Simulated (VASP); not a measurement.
A run of VASP 6.6.1 is set up as follows.

File POSCAR:

```
C
1.0
    1.7699689494      0.0000000000      0.0000000000
    0.0000000000      1.7699689494      0.0000000000
    0.0000000000      0.0000000000      1.7699689494
C
1
Direct
    0.0000000000      0.0000000000      0.0000000000
```

Contents of INCAR.step1:

```
  ALGO = Normal
  EDIFF = 1E-4
  ENCUT = 520
  GGA = PE
  ISMEAR = -1
  LASPH = T
  LCHARG = F
  LREAL = F
  LWAVE = T
  NBANDS = 8
  NELM = 60
  PREC = Accurate
  SIGMA = 0.1
```

INCAR.step2

```
  ALGO = Normal
  EDIFF = 1E-6
  ENCUT = 520
  ISIF = 2
  ISMEAR = -1
  ISTART = 1
  LASPH = T
  LCHARG = F
  LMIXTAU = T
  LREAL = F
  LWAVE = F
  METAGGA = R2SCAN
  NBANDS = 8
  NELM = 60
  PREC = Accurate
  SIGMA = 0.1
```

The input KPOINTS:

```
k-points
0
Gamma
  20 20 20
```

Potentials or basis: VASP PAW PBE potentials, release 64 (C).

Command:

```bash
$ cat potpaw_PBE.64/C/POTCAR > POTCAR
$ cp INCAR.step1 INCAR
$ mpirun -np 1 vasp_std > vasp.out
$ cp INCAR.step2 INCAR
$ mpirun -np 1 vasp_std > vasp.out
```

(1) What does it give for the pressure?

(2) What does it give for the band gap on the k mesh?

Answers

(1) 5.2 GPa.

(2) zero (bands 2 and 3 overlap by 13.26 eV).

Caveat: the cell stands under pressure; the PAW data sets were made with another functional, which shifts forces and pressure a little.
